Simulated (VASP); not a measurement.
Runs of VASP 6.6.1 on RbBr. The structure is that of space group P-6m2 (No. 187), or close to it. The cells are those of the table. 

```tsv
task	cell	k mesh	cutoff (eV)	smearing	gap on the mesh (eV)	pressure (GPa)	relaxed volume (Å³/atom)
relaxation of cell and atoms	relaxed from a = 4.730, b = 4.730, c = 4.375 Å, angles 90.0, 90.0, 120.0°, 2 atoms	6 × 6 × 6	600	gaussian 0.02 eV	3.94	0.0	(a)
single point	a = 4.660, b = 4.660, c = 4.453 Å, angles 90.0, 90.0, 120.0°, 2 atoms	4 × 4 × 3	500	gaussian 0.15 eV	(b)	0.3	-
single point	a = 4.778, b = 4.778, c = 4.362 Å, angles 90.0, 90.0, 120.0°, 2 atoms	6 × 6 × 6	520	gaussian 0.02 eV	3.95	0.0	-
relaxation of cell and atoms	relaxed from a = 4.401, b = 4.401, c = 4.360 Å, angles 90.0, 90.0, 120.0°, 2 atoms	4 × 4 × 3	600	gaussian 0.15 eV	3.94	0.0	43.25
single point	a = 4.730, b = 4.730, c = 4.375 Å, angles 90.0, 90.0, 120.0°, 2 atoms	4 × 4 × 3	520	gaussian 0.15 eV	4.00	0.2	-
```

Alike in all rows: level PBE; potentials or basis VASP PAW PBE potentials, release 64 (Rb_sv, Br); no spin polarisation.

**Question.** Fill in the values left out.

**Answer.** (a) 43.20; (b) 4.06.

Caveats: some runs use coarse meshes; the volume moved by over 15 % at a fixed basis, so the end points are rough (some runs).

A k mesh can miss the band edges, and the runs leave out spin-orbit coupling on Br, Rb.
